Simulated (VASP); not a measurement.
Here is a VASP 6.6.1 calculation.

Contents of INCAR:

```
PREC = Accurate
ENCUT = 520
EDIFF = 1E-6
ISMEAR = 0
SIGMA = 0.02
LREAL = F
LASPH = T
NELM = 150
ALGO = Normal
ISIF = 2
LWAVE = F
LCHARG = F
ISPIN = 2
MAGMOM = 2.75 2.75 0 0 0 0
LORBIT = 11
LMAXMIX = 4
GGA = PE
IVDW = 12
NBANDS = 38
```

Contents of KPOINTS:

```
Automatic mesh
0
Gamma
  12 12 4
```

The input POSCAR:

```
MnO2
1.0
    2.8693674548      0.0000000000      0.0000000000
   -1.4346837274      2.4849451086      0.0000000000
    0.0000000000      0.0000000000     10.2218316688
Mn O
2 4
Direct
    0.0000000000      0.0000000000      0.0000000000
    0.0000000000      0.0000000000      0.5000000000
    0.3333333333      0.6666666667      0.9063716162
    0.3333333333      0.6666666667      0.5936283838
    0.6666666667      0.3333333333      0.0936283838
    0.6666666667      0.3333333333      0.4063716162
```

Potentials or basis: VASP PAW PBE potentials, release 64 (Mn_pv, O).

Launch:

```bash
$ cat potpaw_PBE.64/Mn_pv/POTCAR potpaw_PBE.64/O/POTCAR > POTCAR
$ mpirun -np 1 vasp_std > vasp.out
```

**Question.** Estimate the pressure.

**Answer.** 0.3 GPa.

**Question.** What does it give for the site moments?

**Answer.** Mn +2.85; O +0.04 μB.

Stress tensor (GPa, compression positive):
```
 0.47  0.00  0.00
 0.00  0.47  0.00
 0.00  0.00 -0.05
```
